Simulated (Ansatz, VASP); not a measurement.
Mg5CdSe6: VASP beside Ansatz

```
Mg Cd Se
1.0
     4.26547    0.00000    0.00000
    -2.13273    3.69400    0.00000
     0.00000    0.00000   20.86635
Mg Cd Se
5 1 6
Direct
  0.33333 0.66667 0.00130
  0.00000 0.00000 0.16639
  0.66667 0.33333 0.33151
  0.33333 0.66667 0.49636
  0.66667 0.33333 0.83607
  0.00000 0.00000 0.66816
  0.33333 0.66667 0.12574
  0.00000 0.00000 0.29084
  0.66667 0.33333 0.45597
  0.33333 0.66667 0.62072
  0.00000 0.00000 0.79632
  0.66667 0.33333 0.96062
```

Alike in both runs: task single point; functional PBE; k mesh 6 × 6 × 1; occupations gaussian, width 0.1 eV; no spin polarisation.

|  | VASP | Ansatz |
| --- | --- | --- |
| version | VASP 6.6.1 | Ansatz 0.2.0 |
| potentials or method | VASP PAW PBE potentials, release 64 (Mg, Cd, Se), cutoff 520 eV | scalar-relativistic, plane waves, PAW |
| valence electrons in the cell | 58 | 166 |

VASP gave:

* gap on the k mesh at the Fermi level (eV): 1.67
* least direct gap on the mesh (eV): 1.67
* pressure (GPa): 0.0
* rms of the force components (eV/Å): 0.008

Estimate Ansatz's values.

gap on the k mesh at the Fermi level (eV): 1.68; least direct gap on the mesh (eV): 1.68; pressure (GPa): 0.0; rms of the force components (eV/Å): 0.001.

Atom by atom the forces differ by 0.008 eV/Å (rms over components). VASP's potentials hold 58 valence electrons a cell and Ansatz's 166, so a difference there can come from the potentials and not from the codes.
